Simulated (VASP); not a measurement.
# NbH (I4/mmm) in VASP: notebook

Runs on NbH. Level: LDA. Tasks: single point.

Program: VASP 6.6.1. These are calculated values, not measurements. Logs are shortened: lines on timing, memory, paths and dates and some standing lists are left out, and cuts for length are marked.

### Step 1. The cell of the first run

Symmetry: I4/mmm, No. 139, tetragonal system. Conventional cell: a = 3.214 Å, b = 3.214 Å, c = 3.969 Å, α = 90.00°, β = 90.00°, γ = 90.00°. Within 2.6 Å of Nb (site symmetry 4/mmm) lie 6 H at 1.98 to 2.27 Å. Within 2.6 Å of H (site symmetry 4/mmm) lie 6 Nb at 1.98 to 2.27 Å.

### Step 2. Single point, LDA

INCAR reads:

```
PREC = Accurate
ENCUT = 520
EDIFF = 1E-6
ISMEAR = 0
SIGMA = 0.15
LREAL = False
LASPH = True
NELM = 100
ALGO = Normal
ISIF = 2
LWAVE = False
LCHARG = False
NBANDS = 14
```

KPOINTS reads:

```
Automatic mesh
0
Gamma
  22 22 22
```

POSCAR reads:

```
NbH
1.0
   -1.6069640000      1.6069640000      1.9843010000
    1.6069640000     -1.6069640000      1.9843010000
    1.6069640000      1.6069640000     -1.9843010000
Nb H
1 1
Direct
    0.0000000000      0.0000000000      0.0000000000
    0.5000000000      0.5000000000      0.0000000000
```

Potentials or basis: VASP PAW LDA potentials, release 64 (Nb_sv, H).

On the command line:

```
$ cat potpaw_LDA.64/Nb_sv/POTCAR potpaw_LDA.64/H/POTCAR > POTCAR
$ mpirun -np 1 vasp_std > vasp.out
```

OUTCAR:

```text
PREC = Accurate
   ENCUT = 520
   EDIFF = 1E-6
   ISMEAR = 0
   LREAL = False
   LASPH = True
   NELM = 100
   ISIF = 2

 ion  position               nearest neighbor table
   1  0.000  0.000  0.000-
   2  0.500  0.500  0.000-

  LATTYP: Found a body centered tetragonal cell.
 ALAT       =     3.2139280000
 C/A-ratio  =     1.2348135988

  Lattice vectors:

 A1 = (  -1.6069640000,   1.6069640000,   1.9843010000)
 A2 = (   1.6069640000,  -1.6069640000,   1.9843010000)
 A3 = (   1.6069640000,   1.6069640000,  -1.9843010000)

Analysis of symmetry for initial positions (statically):
=====================================================================
 Subroutine PRICEL returns:
 Original cell was already a primitive cell.

 Routine SETGRP: Setting up the symmetry group for a
 body centered tetragonal supercell.

 Subroutine GETGRP returns: Found 16 space group operations
 (whereof 16 operations were pure point group operations)
 out of a pool of 16 trial point group operations.

The static configuration has the point symmetry D_4h.

Analysis of symmetry for dynamics (positions and initial velocities):
=====================================================================
 Subroutine PRICEL returns:
 Original cell was already a primitive cell.

 Routine SETGRP: Setting up the symmetry group for a
 body centered tetragonal supercell.

 Subroutine GETGRP returns: Found 16 space group operations
 (whereof 16 operations were pure point group operations)
 out of a pool of 16 trial point group operations.

The dynamic configuration has the point symmetry D_4h.

 Subroutine INISYM returns: Found 16 space group operations
 (whereof 16 operations are pure point group operations),
 and found     1 'primitive' translations

----------------------------------------------------------------------------------------

                                     Primitive cell

  volume of cell :      20.4965

  direct lattice vectors                    reciprocal lattice vectors
    -1.606964000  1.606964000  1.984301000     0.000000000  0.311145738  0.251977901
     1.606964000 -1.606964000  1.984301000     0.311145738  0.000000000  0.251977901
     1.606964000  1.606964000 -1.984301000     0.311145738  0.311145738  0.000000000

  length of vectors
     3.016971504  3.016971504  3.016971504     0.400380485  0.400380485  0.440026523

  position of ions in fractional coordinates (direct lattice)
     0.000000000  0.000000000  0.000000000
     0.500000000  0.500000000  0.000000000

  ion indices of the primitive-cell ions
   primitive index   ion index
                 1           1
                 2           2

----------------------------------------------------------------------------------------

 KPOINTS: Automatic mesh

Automatic generation of k-mesh.
 Grid dimensions read from file:
 generate k-points for:   22   22   22

 Generating k-lattice:

  Cartesian coordinates                     Fractional coordinates (reciprocal lattice)
     0.000000000  0.014142988  0.011453541     0.045454545  0.000000000 -0.000000000
     0.014142988  0.000000000  0.011453541     0.000000000  0.045454545 -0.000000000
     0.014142988  0.014142988  0.000000000     0.000000000  0.000000000  0.045454545

  Length of vectors
     0.018199113  0.018199113  0.020001206

  Shift w.r.t. Gamma in fractional coordinates (k-lattice)
     0.000000000  0.000000000  0.000000000

 Subroutine IBZKPT returns following result:
 ===========================================

 Found    834 irreducible k-points:

 Following reciprocal coordinates:
            Coordinates               Weight
  0.000000  0.000000  0.000000      1.000000
  0.045455  0.000000  0.000000      8.000000
  0.090909  0.000000  0.000000      8.000000
  0.136364  0.000000 -0.000000      8.000000
  0.181818  0.000000  0.000000      8.000000
  0.227273  0.000000  0.000000      8.000000
[... 16 lines left out ...]
  0.500000  0.045455  0.000000     16.000000
 -0.454545  0.045455  0.000000     16.000000
 [... further k-points ...]
   k-points           NKPTS =    834   k-points in BZ     NKDIM =    834   number of bands    NBANDS=     14
   number of dos      NEDOS =    301   number of ions     NIONS =      2
   total plane-waves  NPLWV =  13824
   dimension x,y,z NGX =    24 NGY =   24 NGZ =   24
   dimension x,y,z NGXF=    48 NGYF=   48 NGZF=   48
   ions per type =               1   1
   NGX,Y,Z   is equivalent  to a cutoff of  13.22, 13.22, 13.22 a.u.
   NGXF,Y,Z  is equivalent  to a cutoff of  26.45, 26.45, 26.45 a.u.
 SYSTEM =  unknown system
   PREC   = accura    normal or accurate (medium, high low for compatibility)
   ISTART =      0    job   : 0-new  1-cont  2-samecut
   ICHARG =      2    charge: 1-file 2-atom 10-const
   ISPIN  =      1    spin polarized calculation?
   LNONCOLLINEAR =      F non collinear calculations
   LSORBIT =      F    spin-orbit coupling
   LASPH  =      T    aspherical Exc in radial PAW
   ENCUT  =  520.0 eV  38.22 Ry    6.18 a.u.   5.61  5.61  5.61*2*pi/ulx,y,z
   NELM   =    100;   NELMIN=  2; NELMDL= -5     # of ELM steps
   EDIFF  = 0.1E-05   stopping-criterion for ELM
   LREAL  =      F    real-space projection
   EDIFFG = 0.1E-04   stopping-criterion for IOM
   NSW    =      0    number of steps for IOM
   IBRION =     -1    ionic relax: 0-MD 1-quasi-New 2-CG
   NFREE  =      0    steps in history (QN), initial steepest desc. (CG)
   ISIF   =      2    stress and relaxation
   ISYM   =      2    0-nonsym 1-usesym 2-fastsym
   POTIM  = 0.5000    time-step for ionic-motion
   TEBEG  =    0.0;   TEEND  =   0.0 temperature during run
   PSTRESS=    0.0 pullay stress
   NELECT =      14.0000    total number of electrons
   NUPDOWN=      -1.0000    fix difference up-down
   EMIN   =  10.00;   EMAX   =-10.00  energy-range for DOS
   EFERMI =   0.00;   METHOD = LEGACY
   ISMEAR =     0;   SIGMA  =   0.15  broadening in eV -4-tet -1-fermi 0-gaus
   EFERMI_NEDOS =   21; number of points for ismear=-14 and -15
   IALGO  =     38    algorithm
   IMIX   =      4    mixing-type and parameters
     AMIX     =   0.40;   BMIX     =  1.00
     AMIX_MAG =   1.60;   BMIX_MAG =  1.00
  volume/ion in A,a.u.               =      10.25        69.16
  Fermi-wavevector in a.u.,A,eV,Ry     =   1.441753  2.724518 28.281778  2.078652
  Thomas-Fermi vector in A             =   2.560350
   LORBIT       =      0    0 simple, 1 ext, 2 COOP (PROOUT), +10 PAW based schemes
   GGA     = CA    functional components
   LHFCALC =     F    Hartree Fock is set to
   AEXX    =    0.0000 exact exchange contribution
   IVDW    =     0    specifies the selected vdW correction
   LEPSILON=     F    determine dielectric tensor
   LRPA    =     F    only Hartree local field effects (RPA)
 non-spin polarized calculation
 Gauss-broadening in eV      SIGMA  =   0.15
  energy-cutoff  :      520.00
  volume of cell :       20.50
 maximum number of plane-waves:       567
   NGX = 11   NGY = 11   NGZ = 11

 number of electron      13.9999999 magnetization

 Free energy of the ion-electron system (eV)
  ---------------------------------------------------
  ext. energy  EPLUGINS =         0.00000000
  ---------------------------------------------------
  free energy    TOTEN  =       -15.12961794 eV

  energy without entropy =      -15.11654631  energy(sigma->0) =      -15.12308212

 E-fermi :  10.8305     XC(G=0): -12.6071

 val. band max:       10.8302364774   @ k =  -0.2727   0.4545   0.2727
 cond. band min:      10.8310565704   @ k =   0.4091   0.0909  -0.0000
 fundamental gap:      0.0008200929
 Fermi energy:        10.8304799566

 k-point     1 :       0.0000    0.0000    0.0000
  band No.  band energies     occupation
      1     -43.9883      2.00000
      2     -19.7424      2.00000
      3     -19.6927      2.00000
      4     -19.6927      2.00000
      5       1.3011      2.00000
      6      10.1298      2.00000
      7      10.1298      2.00000
      8      11.4743      0.00000
      9      11.7260      0.00000
     10      12.6212      0.00000
     11      20.8314      0.00000
     12      22.2687      0.00000
     13      23.2174      0.00000
     14      23.2174      0.00000

 k-point     2 :       0.0455    0.0000    0.0000
  band No.  band energies     occupation
      1     -43.9854      2.00000
      2     -19.7546      2.00000
      3     -19.7030      2.00000
      4     -19.6970      2.00000
      5       1.3665      2.00000
      6      10.1158      2.00000
      7      10.1573      2.00000
      8      11.4544      0.00000
      9      11.7085      0.00000
     10      12.5802      0.00000
     11      20.4758      0.00000
     12      22.4075      0.00000
     13      23.3494      0.00000
     14      23.5058      0.00000

 k-point     3 :       0.0909    0.0000    0.0000
  band No.  band energies     occupation
      1     -43.9767      2.00000
      2     -19.8067      2.00000
      3     -19.7162      2.00000
      4     -19.7096      2.00000
      5       1.5595      2.00000
      6      10.0530      2.00000
      7      10.2200      2.00000
      8      11.4077      0.00000
      9      11.6830      0.00000
     10      12.4875      0.00000
     11      19.7176      0.00000
     12      22.7970      0.00000
     13      23.7357      0.00000
     14      24.1470      0.00000
[... 324 lines left out ...]
 k-point    23 :       0.5000    0.0455    0.0000
  band No.  band energies     occupation
      1     -43.8386      2.00000
      2     -20.7085      2.00000
      3     -19.9090      2.00000
      4     -19.7671      2.00000
      5       5.9287      2.00000
      6       6.6002      2.00000
      7       9.2714      2.00000
      8      10.7708      1.42656
      9      13.9935      0.00000
     10      14.9771      0.00000
     11      18.2960      0.00000
     12      19.4509      0.00000
     13      25.6153      0.00000
     14      27.2038      0.00000

 k-point    24 :      -0.4545    0.0455    0.0000
  band No.  band energies     occupation
      1     -43.8441      2.00000
      2     -20.6738      2.00000
      3     -19.8998      2.00000
      4     -19.7678      2.00000
      5       5.4387      2.00000
      6       7.0101      2.00000
      7       9.3136      2.00000
      8      10.8573      0.80007
      9      13.9428      0.00000
     10      14.7020      0.00000
     11      17.7250      0.00000
     12      20.2981      0.00000
     13      26.0651      0.00000
     14      27.4727      0.00000

 [... further k-points ...]

------------------------ aborting loop because EDIFF is reached ----------------------------------------

  FORCE on cell =-STRESS in cart. coord.  units (eV):
  Direction    XX          YY          ZZ          XY          YZ          ZX
  --------------------------------------------------------------------------------------
  -------------------------------------------------------------------------------------
  Total       -1.3833480     -1.3833480     -1.4915780      0.0000000      0.0000000     -0.0000000
  in kB     -108.1339805   -108.1339805   -116.5941379      0.0000000      0.0000000     -0.0000000
  external PRESSURE =    -110.9540330 kB  Pullay stress =       0.0000000 kB

 VOLUME and BASIS-vectors are now :
 -----------------------------------------------------------------------------
  energy-cutoff  :      520.00
  volume of cell :       20.50
      direct lattice vectors                 reciprocal lattice vectors
    -1.606964000  1.606964000  1.984301000     0.000000000  0.311145738  0.251977901
     1.606964000 -1.606964000  1.984301000     0.311145738  0.000000000  0.251977901
     1.606964000  1.606964000 -1.984301000     0.311145738  0.311145738  0.000000000

 POSITION                                       TOTAL-FORCE (eV/Angst)
 -----------------------------------------------------------------------------------
      0.00000      0.00000      0.00000        -0.000000      0.000000     -0.000000
      0.00000      0.00000      1.98430         0.000000     -0.000000      0.000000
 -----------------------------------------------------------------------------------
    total drift:                               -0.000000      0.000000     -0.000000

  FREE ENERGIE OF THE ION-ELECTRON SYSTEM (eV)
  ---------------------------------------------------
  free  energy   TOTEN  =       -15.1296179355 eV

  energy  without entropy=      -15.1165463122  energy(sigma->0) =      -15.12308212
```

Run time: 77 s. Hardware: 1 thread of Intel Xeon 6975P-C (Granite Rapids), shared host; peak memory 0.33 GiB.

What came out:

| Quantity | Value |
| --- | --- |
| Free energy | -15.1296 eV |
| Pressure | -11.1 GPa |
| Band gap on the k mesh | zero (band 7 reaches 14.48 eV, above the bottom of band 8 at 10.27 eV) |

(Part 1 of 2 ends here.)
